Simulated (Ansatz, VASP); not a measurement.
## TcN2: VASP beside Ansatz

```
Tc N
1.0
     0.00000    2.44455    2.44455
     2.44455    0.00000    2.44455
     2.44455    2.44455    0.00000
Tc N
1 2
Direct
  0.00000 0.00000 0.00000
  0.75000 0.75000 0.75000
  0.25000 0.25000 0.25000
```

Alike in both runs: task single point; functional PBEsol; k mesh 10 × 10 × 10; occupations methfessel-paxton of order 1, width 0.1 eV; no spin polarisation.

```csv
,VASP,Ansatz
version,VASP 6.6.1,Ansatz 0.2.0
potentials or method,"VASP PAW PBE potentials, release 64 (Tc_pv, N), cutoff 520 eV","plane waves, PAW"
valence electrons in the cell,23,25
```

```tsv
	VASP	Ansatz	Ansatz less VASP
pressure (GPa)	-14.7	-14.0	+0.75
```

VASP's potentials were made for PBE, not for PBEsol. The functional is the same, so the differences come from potentials, cutoffs and numerics. VASP's potentials hold 23 valence electrons a cell and Ansatz's 25, so a difference there can come from the potentials and not from the codes.
